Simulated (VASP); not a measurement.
A run of VASP 6.6.1:

INCAR

```
PREC = Accurate
ENCUT = 520
EDIFF = 1E-6
ISMEAR = 0
SIGMA = 0.01
LREAL = F
LASPH = T
NELM = 80
ALGO = Normal
ISIF = 2
LWAVE = F
LCHARG = F
GGA = PE
IVDW = 12
NBANDS = 33
```

The input KPOINTS:

```
Automatic mesh
0
Gamma
  18 18 4
```

File POSCAR:

```
CrO2
1.0
    2.6099056280      0.0000000000      0.0000000000
   -1.3049528140      2.2602445753      0.0000000000
    0.0000000000      0.0000000000      9.9521753118
Cr O
2 4
Direct
    0.6666666667      0.3333333333      0.2500876254
    0.3333333333      0.6666666667      0.7499123746
    0.3333333333      0.6666666667      0.3662143303
    0.6666666667      0.3333333333      0.8660375603
    0.3333333333      0.6666666667      0.1339624397
    0.6666666667      0.3333333333      0.6337856697
```

Potentials or basis: VASP PAW PBE potentials, release 64 (Cr_pv, O).

Command:

```sh
$ cat potpaw_PBE.64/Cr_pv/POTCAR potpaw_PBE.64/O/POTCAR > POTCAR
$ mpirun -np 1 vasp_std > vasp.out
```

Hardware: 1 thread of Intel Xeon 8259CL (shared host).

Task: How long does it take, and how much memory?

Result: Run time: 8.3 min on 1 thread of Intel Xeon 8259CL, with other jobs on the host, peak memory 0.33 GiB. Counts: scf iterations 18, k points 138.
